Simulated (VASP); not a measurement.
## PbF2: single point with r2SCAN

Crystal: PbF2.

```xyz
3
Lattice="0.0000 3.0589 2.9699 3.0589 0.0000 2.9699 3.0589 3.0589 0.0000" Properties=species:S:1:pos:R:3 pbc="T T T"
Pb    0.0000    0.0000    0.0000
F     1.5295    1.5295    1.4849
F     4.5884    4.5884    4.4548
```

This cell differs from its parent crystal: strain +0.030 along x and y, +0.000 along z.

| Property | Result |
| --- | --- |
| Program | VASP 6.6.1 |
| Task | single point |
| Functional | r2SCAN |
| Potentials or basis | VASP PAW PBE potentials, release 64 (Pb_d, F) |
| Cutoff | 520 eV |
| k mesh | 8 × 8 × 8 |
| Occupations | gaussian, width 0.05 eV |
| Spin | no spin polarisation |

The pressure is -4.6 GPa and the band gap on the k mesh is 4.83 eV, indirect (least direct gap 5.05 eV).

Stress tensor (GPa, compression positive):
```
-5.18  0.00  0.00
 0.00 -5.18  0.00
 0.00  0.00 -3.53
```

Levels at points of the mesh, in eV from the valence-band top:
```csv
k point,band 12,band 13,band 14,band 15,band 16,band 17
"(0.00, 0.00, 0.00)",-1.83,-1.83,-1.64,7.08,7.22,7.22
"(0.50, 0.00, 0.00)",-1.97,-1.93,-0.07,5.34,7.95,7.99
"(0.50, 0.50, 0.00)",-1.43,-1.31,-0.30,4.83,8.13,8.13
"(0.50, 0.00, 0.50)",-1.43,-1.32,-0.14,4.91,8.05,8.26
```

Wall time 3 min on 1 thread of Intel(R) Xeon(R) Platinum 8259CL CPU @ 2.50GHz (Skylake/Cascade Lake) (shared host), peak memory 0.22 GiB.

Caveat: the cell differs from its parent crystal (strain +0.030 along x and y, +0.000 along z); the PAW data sets were made with another functional, which shifts forces and pressure a little; spin-orbit coupling is left out, which moves the levels of the heavy elements. A k mesh can miss the band edges.
